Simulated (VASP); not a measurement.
Here is a VASP 6.6.1 calculation.

File INCAR:

```
PREC = Accurate
ENCUT = 520
EDIFF = 1E-6
ISMEAR = 0
SIGMA = 0.15
LREAL = False
LASPH = True
NELM = 60
ALGO = Normal
ISIF = 2
LWAVE = False
LCHARG = False
GGA = PS
NBANDS = 21
```

KPOINTS

```
regular mesh
0
Gamma
  20 20 20
```

File POSCAR:

```
Ge
1.0
   -2.5744897190      2.5744897190      1.3624773271
    2.5744897190     -2.5744897190      1.3624773271
    2.5744897190      2.5744897190     -1.3624773271
Ge
2
Direct
    0.2500000000      0.7500000000      0.5000000000
    0.5000000000      0.5000000000      0.0000000000
```

Potentials or basis: VASP PAW PBE potentials, release 64 (Ge_d).

Launch:

```sh
$ cat potpaw_PBE.64/Ge_d/POTCAR > POTCAR
$ mpirun -np 1 vasp_std > vasp.out
```

**Question.** What does it give for the band gap on the k mesh?

**Answer.** Zero (bands 14 and 15 overlap by 5.18 eV).

**Question.** What does it give for the pressure?

**Answer.** 1.3 GPa.

Stress tensor (GPa, compression positive):
```
0.35 0.00 0.00
0.00 0.35 0.00
0.00 0.00 3.32
```

Caveat: the cell differs from its parent crystal (strain +0.000 along x and y, -0.025 along z); the PAW data sets were made with another functional, which shifts forces and pressure a little.
